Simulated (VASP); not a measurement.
A run of VASP 6.6.1 is set up as follows.

File INCAR:

```
SYSTEM = InPd
PREC = Accurate
ENCUT = 520
EDIFF = 1E-6
ISMEAR = 0
SIGMA = 0.15
LREAL = .False.
LASPH = .True.
NELM = 100
ALGO = Fast
ISIF = 2
LWAVE = .False.
LCHARG = .True.
GGA = PE
LELF = .True.
LVHAR = .True.
NBANDS = 18
```

Contents of KPOINTS:

```
Automatic mesh
0
Gamma
  14 14 14
  0 0 0
```

POSCAR

```
InPd
1.0
    3.2718847800      0.0000000000      0.0000000000
    0.0000000000      3.2718847800      0.0000000000
    0.0000000000      0.0000000000      3.2718847800
In Pd
1 1
Direct
    0.0000000000      0.0000000000      0.0000000000
    0.4513738911      0.4513738911      0.3624645945
```

Potentials or basis: VASP PAW PBE potentials, release 64 (In_d, Pd).

Command:

```bash
$ cat potpaw_PBE.64/In_d/POTCAR potpaw_PBE.64/Pd/POTCAR > POTCAR
$ mpirun -np 1 vasp_std > vasp.out
```

(1) Predict the band gap on the k mesh.

(2) What does it give for the pressure?

(3) Estimate the largest force.

## Answers

(1) zero (an odd number of electrons rules out a gap without spin polarisation).

(2) 16.8 GPa.

(3) 3.201 eV/Å.

Caveat: the cell differs from its parent crystal (atom 2 (Pd) moved by (-0.225, -0.450) A along [1 1 0] and z); the stress differs along the axes, from 11 to 20 GPa; spin-orbit coupling is left out, which moves the levels of the heavy elements; forces of over 1 eV/Å act on the atoms, so gaps and moduli don't describe the material at rest.
